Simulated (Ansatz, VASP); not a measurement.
# Two plane-wave programs on ZrN

Contents of INCAR:

```
PREC = Accurate
ENCUT = 600
EDIFF = 1E-6
ISMEAR = 0
SIGMA = 0.13
LREAL = False
LASPH = True
NELM = 120
ALGO = Normal
ISIF = 2
LWAVE = False
LCHARG = True
GGA = PE
LELF = True
LVHAR = True
NBANDS = 16
GGA_COMPAT = False
```

Contents of KPOINTS:

```
Automatic mesh
0
Gamma
  8 8 8
```

File POSCAR:

```
ZrN
1.0
    0.0000000000      2.2942655869      2.2942655869
    2.2942655869      0.0000000000      2.2942655869
    2.2942655869      2.2942655869      0.0000000000
Zr N
1 1
Direct
    0.5000000000      0.5000000000      0.5000000000
    0.0000000000      0.0000000000      0.0000000000
```

Input for Ansatz:

```yaml
crystal:
  lattice:
    - [0.0, 2.2942655869, 2.2942655869]
    - [2.2942655869, 0.0, 2.2942655869]
    - [2.2942655869, 2.2942655869, 0.0]
  atoms:
    - { symbol: Zr, position: [0.5, 0.5, 0.5] }
    - { symbol: "N", position: [0.0, 0.0, 0.0] }
basis:
  ecutwfc: 420
kpoints:
  mp_grid: { grid: [8, 8, 8] }
hamiltonian:
  xc: pbe
scf:
  occupations: { method: gaussian, width: 0.13 }
  max_iter: 80
  convergence: { dr2_threshold: "1e-7 eV" }
output:
  forces: true
  stress: true
  eigenvalues: true
```

Alike in both runs: task single point; functional PBE; k mesh 8 × 8 × 8; occupations gaussian, width 0.13 eV; no spin polarisation.

|  | VASP | Ansatz |
| --- | --- | --- |
| version | VASP 6.6.1 | Ansatz 0.2.0 |
| potentials or method | VASP PAW PBE potentials, release 64 (Zr_sv, N), cutoff 600 eV | scalar-relativistic, plane waves, PAW |
| valence electrons in the cell | 17 | 17 |

VASP gave:

| Quantity | Value |
| --- | --- |
| gap on the k mesh at the Fermi level (eV) | none |
| pressure (GPa) | 1.4 |

Task: Estimate Ansatz's values.

Result: gap on the k mesh at the Fermi level (eV): none; pressure (GPa): 1.2.

A gap of «none» marks a metal or a gap that the smearing closes. Ansatz's warnings: stress scf threshold loose.
